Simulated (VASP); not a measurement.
The system is Hf.

```
Hf
1.0
     3.18508    0.00000    0.00000
    -1.59254    2.75836    0.00000
     0.00000    0.00000    7.62594
Hf
3
Cartesian
  0.0000 0.0000 0.0000
  1.5925 0.9195 5.2317
  0.0000 1.8389 2.3943
```

| Item | Value |
| --- | --- |
| Program | VASP 6.6.1 |
| Task | relaxation of cell and atoms |
| Functional | PBE |
| Potentials or basis | VASP PAW PBE potentials, release 64 (Hf_pv) |
| Cutoff | 600 eV |
| k mesh | 6 × 6 × 2 |
| Occupations | gaussian, width 0.1 eV |
| Spin | no spin polarisation |

At the start: pressure 1.8 GPa; volume 22.33 Å³/atom.

Question: Where does the relaxation end?

Answer: Over 10 steps the energy falls by 58.5 meV/atom and the volume is 22.40 Å³/atom (+0.3 %); space group R-3m (No. 166, to 0.05 Å).

Step by step:
```
step  energy change (eV)  largest force (eV/Å)  pressure (GPa)  volume (Å³)
   1              0.0000                1.0467            1.82        67.00
   2             -0.1040                0.4853           -2.63        69.46
   3             -0.1054                0.4277           -3.11        69.75
   4             -0.1531                0.2274            0.93        66.62
   5             -0.1541                0.2501            0.40        66.99
   6             -0.1691                0.1533            0.42        66.91
   7             -0.1743                0.0547            0.52        66.84
   8             -0.1747                0.0220            0.56        66.82
   9             -0.1739                0.0066           -0.85        67.73
  10             -0.1754                0.0151           -0.01        67.19
```

Final structure:
```yaml
crystal:
  lattice:
    - [3.14658, 0.00000, 0.00000]
    - [-1.57329, 2.72502, 0.00000]
    - [0.00000, 0.00000, 7.83549]
  atoms:
    - { symbol: Hf, position: [0.00000, 0.00000, 0.00000] }
    - { symbol: Hf, position: [0.66667, 0.33333, 0.66706] }
    - { symbol: Hf, position: [0.33333, 0.66667, 0.33294] }
```

Caveat: the k points lie up to 0.40 Å⁻¹ apart in the final cell.
